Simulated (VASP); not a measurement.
# Ta2N: single point with PBE

Crystal: Ta2N.

```
Ta N
1.0
     5.31407    0.00000    0.00000
    -2.65704    4.60212    0.00000
     0.00000    0.00000    4.95565
Ta N
6 3
Cartesian
  1.6474 2.8534 3.7309
  -1.0096 1.7487 3.7309
  2.0192 0.0000 3.7309
  1.0096 1.7487 1.2248
  -1.6474 2.8534 1.2248
  3.2949 0.0000 1.2248
  2.6570 1.5340 2.4778
  0.0000 3.0681 2.4778
  0.0000 0.0000 0.0000
```

This cell differs from its parent crystal: atoms shifted along a free coordinate, c/a of the conventional cell at fixed volume 0.9326.

```
Program                : VASP 6.6.1
Task                   : single point
Functional             : PBE
Potentials or basis    : VASP PAW PBE potentials, release 64 (Ta_pv, N)
Cutoff                 : 520 eV
k mesh                 : 9 × 9 × 8
Occupations            : gaussian, width 0.15 eV
Spin                   : no spin polarisation
Dipole correction      : no
Further INCAR settings : ALGO = Normal; EDIFF = 1e-07; NBANDS = 50
```

```yaml
Pressure: 15.6 GPa
Largest_force: 5.926 eV/Å
Band_gap_on_the_k_mesh: zero (an odd number of electrons rules out a gap without spin polarisation)
```

Forces in eV/Å, atoms in the order of the input:
```
Ta   2.818  4.880  1.833
Ta   2.818 -4.880  1.833
Ta  -5.635  0.000  1.833
Ta  -2.818 -4.880 -1.833
Ta  -2.818  4.880 -1.833
Ta   5.635  0.000 -1.833
N    0.000  0.000  0.000
N    0.000  0.000  0.000
N    0.000  0.000  0.000
```

Stress tensor (GPa, compression positive):
```
16.05  0.00  0.00
 0.00 16.05  0.00
 0.00  0.00 14.73
```

Levels at points of the mesh, in eV from the Fermi level:
```
           k point  band 38  band 39  band 40  band 41  band 42  band 43  band 44  band 45
(0.00, 0.00, 0.00)    -0.73    -0.42    -0.42    -0.41    -0.41     0.33     1.28     1.28
(0.00, 0.00, 0.50)    -0.84    -0.50    -0.50    -0.19     0.17     0.17     1.13     2.24
```

It took 4.3 min on 1 thread of Intel(R) Xeon(R) 6975P-C (Granite Rapids), on a shared host, peak memory 0.48 GiB.

Caveat: the cell stands under pressure; spin-orbit coupling is left out, which moves the levels of the heavy elements; forces of over 1 eV/Å act on the atoms, so gaps and moduli don't describe the material at rest.
